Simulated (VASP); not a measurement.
# Ca: single point with PBE

Crystal: Ca.

```
Ca
1.0
     3.98000    0.00000    0.00000
    -1.99000    3.44678    0.00000
     0.00000    0.00000    6.52000
Ca
2
Direct
  0.35586 0.66320 0.23249
  0.66667 0.33333 0.75000
```

This cell differs from its parent crystal: one atom moved.

```yaml
Program: VASP 6.6.1
Task: single point
Functional: PBE
Potentials_or_basis: VASP PAW PBE potentials, release 64 (Ca_sv)
Cutoff: 520 eV
k_mesh: 12 × 12 × 6
Occupations: gaussian, width 0.1 eV
Spin: no spin polarisation
```

| Item | Value |
| --- | --- |
| Pressure | -0.8 GPa |
| Largest force | 0.164 eV/Å |
| Band gap on the k mesh | zero (band 10 reaches 2.03 eV, above the bottom of band 11 at 1.53 eV) |

Forces in eV/Å, atoms in the order of the input:
```
Ca  -0.036  0.008  0.160
Ca   0.036 -0.008 -0.160
```

Stress tensor (GPa, compression positive):
```
-0.83 -0.15 -0.03
-0.15 -0.87  0.01
-0.03  0.01 -0.68
```

Levels at points of the mesh, in eV from the Fermi level:
```csv
k point,band 6,band 7,band 8,band 9,band 10,band 11,band 12,band 13,band 14,band 15
"(0.00, 0.00, 0.00)",-23.13,-23.12,-23.12,-3.98,-1.04,-0.27,2.17,2.17,2.20,2.44
"(0.50, 0.00, 0.00)",-23.17,-23.14,-23.14,-1.16,-0.71,0.20,0.35,1.38,1.87,2.10
"(0.00, 0.50, 0.00)",-23.17,-23.14,-23.14,-1.14,-0.73,0.23,0.37,1.30,1.83,2.11
"(0.50, 0.50, 0.00)",-23.17,-23.15,-23.14,-1.11,-0.75,0.28,0.40,1.19,1.77,2.12
"(0.00, 0.00, 0.50)",-23.13,-23.13,-23.13,-3.07,-2.95,1.20,1.48,2.16,2.17,2.18
"(0.50, 0.00, 0.50)",-23.15,-23.15,-23.15,-0.68,-0.67,0.01,0.02,1.35,1.53,2.63
"(0.00, 0.50, 0.50)",-23.15,-23.15,-23.15,-0.69,-0.68,0.03,0.04,1.31,1.49,2.65
"(0.50, 0.50, 0.50)",-23.15,-23.15,-23.15,-0.70,-0.70,0.06,0.06,1.27,1.45,2.65
```

It took 17 min on 1 thread of AMD EPYC 7R13, on a shared host, peak memory 0.6 GiB.

Caveat: the cell differs from its parent crystal (one atom moved).
